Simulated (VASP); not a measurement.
# Si4Mo3 in VASP: further runs

Runs on Si4Mo3. Level: PBEsol. Tasks: single point.

All numbers are computed with VASP 6.6.1; they aren't measurements. Logs are shortened: lines on timing, memory, paths and dates and some standing lists are left out, and cuts for length are marked.

## 1. The cell of the first run

The cell holds a slab with vacuum, 7 atoms: a = 3.190 Å, b = 3.190 Å, c = 22.821 Å, α = 90.00°, β = 90.00°, γ = 90.00°.

## 2. Single point, PBEsol

Input file INCAR:

```
SYSTEM = Si4Mo3
ALGO     = Normal         ! electronic algorithm
DIPOL    = 0.5 0.5 0.500
EDIFF    = 1E-7           ! SCF threshold, eV
ENCUT    = 520            ! plane-wave cutoff, eV
GGA      = PS             ! functional
IDIPOL   = 3            
ISIF     = 2              ! what is computed and relaxed
ISMEAR   = 0              ! smearing method
LASPH    = .True.         ! aspherical terms in the spheres
LCHARG   = .True.         ! write CHGCAR
LDIPOL   = .True.       
LELF     = .True.         ! ELF
LREAL    = .False.        ! projectors in reciprocal space
LVACPOTAV= .True.       
LVHAR    = .True.       
LWAVE    = .False.        ! write WAVECAR
NBANDS   = 38             ! bands
NELM     = 80             ! most SCF steps
PREC     = Accurate       ! precision mode
SIGMA    = 0.1            ! smearing width, eV
```

Input file KPOINTS:

```
k-points
0
Gamma
  11 11 1
  0 0 0
```

Input file POSCAR:

```
Si4Mo3
1.0
    3.1900701696      0.0000000000      0.0000000000
    0.0000000000      3.1900701696      0.0000000000
    0.0000000000      0.0000000000     22.8213840036
Mo Si
3 4
Direct
    0.5000000000      0.5000000000      0.3286391394
    0.0000000000      0.0000000000      0.5000000000
    0.5000000000      0.5000000000      0.6713608606
    0.0000000000      0.0000000000      0.3851677750
    0.5000000000      0.5000000000      0.4434713644
    0.5000000000      0.5000000000      0.5565286356
    0.0000000000      0.0000000000      0.6148322250
```

Potentials or basis: VASP PAW PBE potentials, release 64 (Mo_sv, Si).

Run with:

```
$ cat potpaw_PBE.64/Mo_sv/POTCAR potpaw_PBE.64/Si/POTCAR > POTCAR
$ mpirun -np 1 vasp_std > vasp.out
```

OUTCAR:

```text
SYSTEM = Si4Mo3
   EDIFF = 1E-7
   ENCUT = 520
   GGA = PS
   ISIF = 2
   ISMEAR = 0
   LASPH = .True.
   LREAL = .False.
   NELM = 80
   PREC = Accurate

 ion  position               nearest neighbor table
   1  0.500  0.500  0.329-   4 2.60   4 2.60   4 2.60   4 2.60   5 2.62
   2  0.000  0.000  0.500-   5 2.60   6 2.60   5 2.60   6 2.60   5 2.60   6 2.60   5 2.60   6 2.60
                             4 2.62   7 2.62
   3  0.500  0.500  0.671-   7 2.60   7 2.60   7 2.60   7 2.60   6 2.62
   4  0.000  0.000  0.385-   1 2.60   1 2.60   1 2.60   1 2.60   5 2.62   5 2.62   5 2.62   5 2.62
                             2 2.62
   5  0.500  0.500  0.443-   6 2.58   2 2.60   2 2.60   2 2.60   2 2.60   4 2.62   4 2.62   4 2.62
                             4 2.62   1 2.62
   6  0.500  0.500  0.557-   5 2.58   2 2.60   2 2.60   2 2.60   2 2.60   7 2.62   7 2.62   7 2.62
                             7 2.62   3 2.62
   7  0.000  0.000  0.615-   3 2.60   3 2.60   3 2.60   3 2.60   6 2.62   6 2.62   6 2.62   6 2.62
                             2 2.62

  LATTYP: Found a simple tetragonal cell.
 ALAT       =     3.1900701696
 C/A-ratio  =     7.1538815105

  Lattice vectors:

 A1 = (   3.1900701696,   0.0000000000,   0.0000000000)
 A2 = (   0.0000000000,   3.1900701696,   0.0000000000)
 A3 = (   0.0000000000,   0.0000000000,  22.8213840036)

Analysis of symmetry for initial positions (statically):
=====================================================================
 Subroutine PRICEL returns:
 Original cell was already a primitive cell.

 Routine SETGRP: Setting up the symmetry group for a
 simple tetragonal supercell.

 Subroutine GETGRP returns: Found 16 space group operations
 (whereof 16 operations were pure point group operations)
 out of a pool of 16 trial point group operations.

The static configuration has the point symmetry D_4h.

Analysis of symmetry for dynamics (positions and initial velocities):
=====================================================================
 Subroutine PRICEL returns:
 Original cell was already a primitive cell.

 Routine SETGRP: Setting up the symmetry group for a
 simple tetragonal supercell.

 Subroutine GETGRP returns: Found 16 space group operations
 (whereof 16 operations were pure point group operations)
 out of a pool of 16 trial point group operations.

The dynamic configuration has the point symmetry D_4h.

 Subroutine INISYM returns: Found 16 space group operations
 (whereof 16 operations are pure point group operations),
 and found     1 'primitive' translations

----------------------------------------------------------------------------------------

                                     Primitive cell

  volume of cell :     232.2429

  direct lattice vectors                    reciprocal lattice vectors
     3.190070170  0.000000000  0.000000000     0.313472728  0.000000000  0.000000000
     0.000000000  3.190070170  0.000000000     0.000000000  0.313472728  0.000000000
     0.000000000  0.000000000 22.821384004     0.000000000  0.000000000  0.043818552

  length of vectors
     3.190070170  3.190070170 22.821384004     0.313472728  0.313472728  0.043818552

  position of ions in fractional coordinates (direct lattice)
     0.500000000  0.500000000  0.328639139
     0.000000000  0.000000000  0.500000000
     0.500000000  0.500000000  0.671360861
     0.000000000  0.000000000  0.385167775
     0.500000000  0.500000000  0.443471364
     0.500000000  0.500000000  0.556528636
     0.000000000  0.000000000  0.614832225

  ion indices of the primitive-cell ions
   primitive index   ion index
                 1           1
                 2           2
                 3           3
                 4           4
                 5           5
                 6           6
                 7           7

----------------------------------------------------------------------------------------

 KPOINTS: k-points

Automatic generation of k-mesh.
 Grid dimensions read from file:
 generate k-points for:   11   11    1

 Generating k-lattice:

  Cartesian coordinates                     Fractional coordinates (reciprocal lattice)
     0.028497521  0.000000000  0.000000000     0.090909091  0.000000000  0.000000000
     0.000000000  0.028497521  0.000000000     0.000000000  0.090909091  0.000000000
     0.000000000  0.000000000  0.043818552     0.000000000  0.000000000  1.000000000

  Length of vectors
     0.028497521  0.028497521  0.043818552

  Shift w.r.t. Gamma in fractional coordinates (k-lattice)
     0.000000000  0.000000000  0.000000000

 Subroutine IBZKPT returns following result:
 ===========================================

 Found     21 irreducible k-points:

 Following reciprocal coordinates:
            Coordinates               Weight
  0.000000  0.000000  0.000000      1.000000
  0.090909  0.000000  0.000000      4.000000
  0.181818  0.000000  0.000000      4.000000
  0.272727  0.000000  0.000000      4.000000
  0.363636  0.000000  0.000000      4.000000
  0.454545  0.000000  0.000000      4.000000
[... 13 lines left out ...]
  0.454545  0.363636  0.000000      8.000000
  0.454545  0.454545  0.000000      4.000000
   k-points           NKPTS =     21   k-points in BZ     NKDIM =     21   number of bands    NBANDS=     38
   number of dos      NEDOS =    301   number of ions     NIONS =      7
   total plane-waves  NPLWV = 103680
   dimension x,y,z NGX =    24 NGY =   24 NGZ =  180
   dimension x,y,z NGXF=    48 NGYF=   48 NGZF=  360
   ions per type =               3   4
   NGX,Y,Z   is equivalent  to a cutoff of  12.51, 12.51, 13.11 a.u.
   NGXF,Y,Z  is equivalent  to a cutoff of  25.01, 25.01, 26.22 a.u.
 SYSTEM =  Si4Mo3
   PREC   = accura    normal or accurate (medium, high low for compatibility)
   ISTART =      0    job   : 0-new  1-cont  2-samecut
   ICHARG =      2    charge: 1-file 2-atom 10-const
   ISPIN  =      1    spin polarized calculation?
   LNONCOLLINEAR =      F non collinear calculations
   LSORBIT =      F    spin-orbit coupling
   LASPH  =      T    aspherical Exc in radial PAW
   ENCUT  =  520.0 eV  38.22 Ry    6.18 a.u.   5.93  5.93 42.43*2*pi/ulx,y,z
   NELM   =     80;   NELMIN=  2; NELMDL= -5     # of ELM steps
   EDIFF  = 0.1E-06   stopping-criterion for ELM
   LREAL  =      F    real-space projection
   EDIFFG = 0.1E-05   stopping-criterion for IOM
   NSW    =      0    number of steps for IOM
   IBRION =     -1    ionic relax: 0-MD 1-quasi-New 2-CG
   NFREE  =      0    steps in history (QN), initial steepest desc. (CG)
   ISIF   =      2    stress and relaxation
   ISYM   =      2    0-nonsym 1-usesym 2-fastsym
   POTIM  = 0.5000    time-step for ionic-motion
   TEBEG  =    0.0;   TEEND  =   0.0 temperature during run
   PSTRESS=    0.0 pullay stress
   NELECT =      58.0000    total number of electrons
   NUPDOWN=      -1.0000    fix difference up-down
   EMIN   =  10.00;   EMAX   =-10.00  energy-range for DOS
   EFERMI =   0.00;   METHOD = LEGACY
   ISMEAR =     0;   SIGMA  =   0.10  broadening in eV -4-tet -1-fermi 0-gaus
   EFERMI_NEDOS =   21; number of points for ismear=-14 and -15
   IALGO  =     38    algorithm
   IMIX   =      4    mixing-type and parameters
     AMIX     =   0.40;   BMIX     =  1.00
     AMIX_MAG =   1.60;   BMIX_MAG =  1.00
  volume/ion in A,a.u.               =      33.18       223.89
  Fermi-wavevector in a.u.,A,eV,Ry     =   1.030948  1.948209 14.460998  1.062853
  Thomas-Fermi vector in A             =   2.165071
   LORBIT       =      0    0 simple, 1 ext, 2 COOP (PROOUT), +10 PAW based schemes
   GGA     = PS    functional components
   LHFCALC =     F    Hartree Fock is set to
   AEXX    =    0.0000 exact exchange contribution
   IVDW    =     0    specifies the selected vdW correction
   LEPSILON=     F    determine dielectric tensor
   LRPA    =     F    only Hartree local field effects (RPA)
 non-spin polarized calculation
 Gauss-broadening in eV      SIGMA  =   0.10
  energy-cutoff  :      520.00
  volume of cell :      232.24
 maximum number of plane-waves:      6310
 NGX is ok and might be reduce to    24
   NGX = 11   NGY = 11   NGZ = 85

 number of electron      58.0000010 magnetization

 dipolmoment           0.000000      0.000000     -0.000000 electrons x Angstroem

 Free energy of the ion-electron system (eV)
  ---------------------------------------------------
  ext. energy  EPLUGINS =         0.00000000
  ---------------------------------------------------
  free energy    TOTEN  =       -56.91859987 eV

  energy without entropy =      -56.88856293  energy(sigma->0) =      -56.90358140

 E-fermi :   2.6511     XC(G=0):  -6.2760

 val. band max:        2.6315569240   @ k =   0.0909   0.0000   0.0000
 cond. band min:       2.6746624364   @ k =   0.2727   0.0909   0.0000
 fundamental gap:      0.0431055124
 Fermi energy:         2.6511445484

 k-point     1 :       0.0000    0.0000    0.0000
  band No.  band energies     occupation
      1     -57.9089      2.00000
      2     -57.9089      2.00000
      3     -57.7481      2.00000
      4     -32.1723      2.00000
      5     -32.1720      2.00000
      6     -31.9092      2.00000
[... 30 lines left out ...]
     37       6.3819      0.00000
     38       6.7632      0.00000

 k-point     2 :       0.0909    0.0000    0.0000
  band No.  band energies     occupation
      1     -57.9075      2.00000
      2     -57.9075      2.00000
      3     -57.7466      2.00000
      4     -32.1702      2.00000
      5     -32.1700      2.00000
      6     -31.9066      2.00000
[... 30 lines left out ...]
     37       6.4795      0.00000
     38       6.5481      0.00000
[... 736 lines left out ...]
     37       5.8109      0.00000
     38       6.4167      0.00000

 k-point    21 :       0.4545    0.4545    0.0000
  band No.  band energies     occupation
      1     -57.8752      2.00000
      2     -57.8752      2.00000
      3     -57.7106      2.00000
      4     -32.1234      2.00000
      5     -32.1233      2.00000
      6     -32.0992      2.00000
[... 30 lines left out ...]
     37       5.6008      0.00000
     38       6.9219      0.00000

------------------------ aborting loop because EDIFF is reached ----------------------------------------

  FORCE on cell =-STRESS in cart. coord.  units (eV):
  Direction    XX          YY          ZZ          XY          YZ          ZX
  --------------------------------------------------------------------------------------
  -------------------------------------------------------------------------------------
  Total       -7.9457256     -7.9457256     -4.8573490      0.0000000      0.0000000     -0.0000000
  in kB      -54.8152873    -54.8152873    -33.5094605      0.0000000      0.0000000     -0.0000000
  external PRESSURE =     -47.7133451 kB  Pullay stress =       0.0000000 kB

 VOLUME and BASIS-vectors are now :
 -----------------------------------------------------------------------------
  energy-cutoff  :      520.00
  volume of cell :      232.24
      direct lattice vectors                 reciprocal lattice vectors
     3.190070170  0.000000000  0.000000000     0.313472728  0.000000000  0.000000000
     0.000000000  3.190070170  0.000000000     0.000000000  0.313472728  0.000000000
     0.000000000  0.000000000 22.821384004     0.000000000  0.000000000  0.043818552

 POSITION                                       TOTAL-FORCE (eV/Angst)
 -----------------------------------------------------------------------------------
      1.59504      1.59504      7.50000        -0.000000     -0.000000      1.675301
      0.00000      0.00000     11.41069         0.000000      0.000000      0.000000
      1.59504      1.59504     15.32138         0.000000     -0.000000     -1.675301
      0.00000      0.00000      8.79006         0.000000      0.000000     -1.200410
      1.59504      1.59504     10.12063         0.000000     -0.000000     -0.766828
      1.59504      1.59504     12.70075         0.000000      0.000000      0.766828
      0.00000      0.00000     14.03132         0.000000      0.000000      1.200410
 -----------------------------------------------------------------------------------
    total drift:                                0.000000     -0.000000      0.000000

  FREE ENERGIE OF THE ION-ELECTRON SYSTEM (eV)
  ---------------------------------------------------
  free  energy   TOTEN  =       -56.9185998692 eV

  energy  without entropy=      -56.8885629263  energy(sigma->0) =      -56.90358140

 vacuum level on the upper side and lower side of the slab         6.689         6.689
```

It took 5.3 min on 1 thread of AMD EPYC 7R43 (Zen 3), shared host; peak memory 0.35 GiB.

What came out:

```yaml
Free_energy: -56.9186 eV
Largest_force: 1.675 eV/Å
Band_gap_on_the_k_mesh: zero (band 29 reaches 4.00 eV, above the bottom of band 30 at 2.30 eV)
```

Forces in eV/Å, atoms in the order of the input:
```
Mo   0.000  0.000  1.675
Mo   0.000  0.000  0.000
Mo   0.000  0.000 -1.675
Si   0.000  0.000 -1.200
Si   0.000  0.000 -0.767
Si   0.000  0.000  0.767
Si   0.000  0.000  1.200
```

Caveat: the PAW data sets were made with another functional, which shifts forces and pressure a little.

## 3. Single point, PBEsol

Input file INCAR:

```
SYSTEM = Si4Mo3
PREC     = Accurate       ! precision mode
ENCUT    = 520            ! plane-wave cutoff, eV
EDIFF    = 1E-6           ! SCF threshold, eV
ISMEAR   = 0              ! smearing method
SIGMA    = 0.1            ! smearing width, eV
LREAL    = .FALSE.        ! projectors in reciprocal space
LASPH    = .TRUE.         ! aspherical terms in the spheres
NELM     = 60             ! most SCF steps
ALGO     = Normal         ! electronic algorithm
ISIF     = 2              ! what is computed and relaxed
LWAVE    = .FALSE.        ! write WAVECAR
LCHARG   = .FALSE.        ! write CHGCAR
LDIPOL   = .TRUE.       
IDIPOL   = 3            
DIPOL    = 0.5 0.5 0.500
GGA      = PS             ! functional
NBANDS   = 38             ! bands
```

Input file KPOINTS:

```
regular mesh
0
G
  11 11 1
  0 0 0
```

Input file POSCAR:

```
Si4Mo3
1.0
    3.1900701696      0.0000000000      0.0000000000
    0.0000000000      3.1900701696      0.0000000000
    0.0000000000      0.0000000000     22.8213840036
Mo Si
3 4
Direct
    0.5000000000      0.5000000000      0.3331108049
    0.0000000000      0.0000000000      0.5000000100
    0.5000000000      0.5000000000      0.6668891828
    0.0000000000      0.0000000000      0.3828025352
    0.5000000000      0.5000000000      0.4422894726
    0.5000000000      0.5000000000      0.5577105355
    0.0000000000      0.0000000000      0.6171974590
```

Potentials or basis: VASP PAW PBE potentials, release 64 (Mo_sv, Si).

Run with:

```
$ cat potpaw_PBE.64/Mo_sv/POTCAR potpaw_PBE.64/Si/POTCAR > POTCAR
$ mpirun -np 1 vasp_std > vasp.out
```

Wall time 4.6 min (1 thread of AMD EPYC 7R43 (Zen 3), shared host); peak memory 0.34 GiB.

Results (log left out):

| Item | Value |
| --- | --- |
| Free energy | -57.1697 eV |
| Largest force | 0.028 eV/Å |
| Band gap on the k mesh | zero (band 29 reaches 3.99 eV, above the bottom of band 30 at 2.29 eV) |

Forces on the atoms (eV/Å):
```
Mo   0.000  0.000 -0.028
Mo   0.000  0.000  0.000
Mo   0.000  0.000  0.028
Si   0.000  0.000  0.007
Si   0.000  0.000  0.004
Si   0.000  0.000 -0.004
Si   0.000  0.000 -0.007
```

Levels at points of the mesh, in eV from the Fermi level:
```
           k point  band 25  band 26  band 27  band 28  band 29  band 30  band 31  band 32  band 33  band 34
(0.00, 0.00, 0.00)    -1.17    -1.17    -0.32     0.04     0.12     0.12     0.86     1.24     1.25     2.15
```

Caveat: the PAW data sets were made with another functional, which shifts forces and pressure a little.
